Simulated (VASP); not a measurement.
Input of a VASP 6.6.1 run:

File INCAR:

```
PREC     = Accurate       # precision mode
ENCUT    = 520            # plane-wave cutoff, eV
EDIFF    = 1E-7           # SCF threshold, eV
ISMEAR   = -1             # smearing method
SIGMA    = 0.1            # smearing width, eV
LREAL    = False          # projectors in reciprocal space
LASPH    = True           # aspherical terms in the spheres
NELM     = 100            # most SCF steps
ALGO     = Normal         # electronic algorithm
ISIF     = 2              # what is computed and relaxed
LWAVE    = False          # write WAVECAR
LCHARG   = False          # write CHGCAR
GGA      = PS             # functional
NBANDS   = 13             # bands
```

File KPOINTS:

```
Automatic mesh
0
Gamma
  15 15 15
```

The input POSCAR:

```
Mo
1.0
    2.4640054986      0.0000000000      0.0000000000
    0.0000000000      2.4640054986      0.0000000000
    0.0000000000      0.0000000000      2.4640054986
Mo
1
Direct
    0.0000000000      0.0000000000      0.0000000000
```

Potentials or basis: VASP PAW PBE potentials, release 64 (Mo_sv).

Launch:

```console
$ cat potpaw_PBE.64/Mo_sv/POTCAR > POTCAR
$ mpirun -np 1 vasp_std > vasp.out
```

(1) Estimate the band gap on the k mesh.

(2) Estimate the pressure.

Results:

(1) zero (band 7 reaches 14.69 eV, above the bottom of band 8 at 12.05 eV).

(2) 35.0 GPa.

Caveat: the PAW data sets were made with another functional, which shifts forces and pressure a little.
